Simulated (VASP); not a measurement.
Write the native input for VASP 6.6.1 that does the following.

- Task: relaxation of cell and atoms
- Functional: r2SCAN
- Potentials or basis: VASP PAW PBE potentials, release 64 (Pd)
- Cutoff: 600 eV
- k mesh: 14 × 14 × 14
- Occupations: fermi-dirac, width 0.05 eV
- Spin: collinear spin
- Starting moments: [0.5] μB
- Dipole correction: no
- Further INCAR settings: ALGO = Normal; EDIFF = 1e-07; IBRION = 2; EDIFFG = -0.01; NSW = 80; ISIF = 3

The system is Pd.

```
CELL_PARAMETERS angstrom
-1.54367 1.54367 1.54367
1.54367 -1.54367 1.54367
1.54367 1.54367 -1.54367
ATOMIC_POSITIONS crystal
Pd 0.00000 0.00000 0.00000
```

This isn't the form of Pd at room conditions, which is fcc.

The input as run:

POSCAR

```
Pd
1.0
   -1.5436681530      1.5436681530      1.5436681530
    1.5436681530     -1.5436681530      1.5436681530
    1.5436681530      1.5436681530     -1.5436681530
Pd
1
Direct
    0.0000000000      0.0000000000      0.0000000000
```

INCAR.step1

```
SYSTEM = Pd
ALGO = Normal
EDIFF = 1E-4
ENCUT = 600
GGA = PE
ISMEAR = -1
ISPIN = 2
LASPH = .True.
LCHARG = .False.
LMAXMIX = 4
LREAL = .False.
LWAVE = .True.
MAGMOM = 0.5
NELM = 150
PREC = Accurate
SIGMA = 0.05
```

INCAR.step2

```
SYSTEM = Pd
ALGO = Normal
EDIFF = 1E-7
EDIFFG = -0.01
ENCUT = 600
IBRION = 2
ISIF = 3
ISMEAR = -1
ISPIN = 2
ISTART = 1
LASPH = .True.
LCHARG = .False.
LMAXMIX = 4
LMIXTAU = .True.
LORBIT = 11
LREAL = .False.
LWAVE = .False.
MAGMOM = 0.5
METAGGA = R2SCAN
NELM = 150
NSW = 80
PREC = Accurate
SIGMA = 0.05
```

KPOINTS

```
k-points
0
Gamma
  14 14 14
  0 0 0
```

Potentials or basis: VASP PAW PBE potentials, release 64 (Pd).

Command:

```sh
$ cat potpaw_PBE.64/Pd/POTCAR > POTCAR
$ cp INCAR.step1 INCAR
$ mpirun -np 1 vasp_std > vasp.out
$ cp INCAR.step2 INCAR
$ mpirun -np 1 vasp_std > vasp.out
```

It gave:

- Relaxed volume: 15.10 Å³/atom
- Relaxed cell: a = 2.697 Å, b = 2.697 Å, c = 2.697 Å, α = 109.47°, β = 109.47°, γ = 109.47°
- Space group after relaxing (to 0.1 Å): Im-3m (No. 229)
- Energy gained by relaxing: 5.9 meV/atom
- Ionic steps: 3
- Pressure after relaxing: 0.0 GPa
- Band gap on the k mesh: zero (filled and empty bands overlap)
- Net moment: 0.00 μB per cell
- Valence electrons inside the program's atomic spheres: Pd 9.45

Caveat: the PAW data sets were made with another functional, which shifts forces and pressure a little.

Wall time 5.5 min on 1 thread of AMD EPYC 7R13 Processor (Zen 3) (shared host), peak memory 0.15 GiB.
